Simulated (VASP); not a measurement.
Write the native input for VASP 6.6.1 that does the following.

```yaml
Task: electric field gradients
Functional: PBE
Potentials_or_basis: VASP PAW PBE potentials, release 64 (Zn)
Cutoff: 520 eV
k_mesh: 18 × 18 × 8
Occupations: fermi-dirac, width 0.03 eV
Spin: no spin polarisation
Dipole_correction: no
Further_INCAR_settings: ALGO = Normal; EDIFF = 1e-08; NBANDS = 19
```

The structure of Zn lies in POSCAR:

```
Zn
1.0
    2.6647980532      0.0000000000      0.0000000000
   -1.3323990266      2.3077828100      0.0000000000
    0.0000000000      0.0000000000      4.9961670000
Zn
2
Direct
    0.3333333333      0.6666666667      0.2500000000
    0.6666666667      0.3333333333      0.7500000000
```

This cell differs from its parent crystal: zz strain of +1 %.

The input as run:

INCAR

```
SYSTEM = Zn
PREC = Accurate
ENCUT = 520
EDIFF = 1E-8
ISMEAR = -1
SIGMA = 0.03
LREAL = .False.
LASPH = .True.
NELM = 80
ALGO = Normal
ISIF = 2
LWAVE = .False.
LCHARG = .False.
GGA = PE
LEFG = .True.
NBANDS = 19
```

KPOINTS

```
regular mesh
0
Gamma
  18 18 8
  0 0 0
```

Potentials or basis: VASP PAW PBE potentials, release 64 (Zn).

Command:

```sh
$ cat potpaw_PBE.64/Zn/POTCAR > POTCAR
$ mpirun -np 1 vasp_std > vasp.out
```

It gave:

```json
{
 "Pressure": "-0.6 GPa",
 "Band gap on the k mesh": "zero (bands 12 and 13 overlap by 4.82 eV)",
 "Largest electric field gradient by atom": "Zn +37.1 V/Å²"
}
```

Caveat: the cell differs from its parent crystal (zz strain of +1 %); without QUAD_EFG the Cq values of the log hold for a quadrupole moment of 1 mb, not for the nuclei.

Run time: 95 s on 1 thread of Intel Xeon 8259CL, with other jobs on the host, peak memory 0.21 GiB.
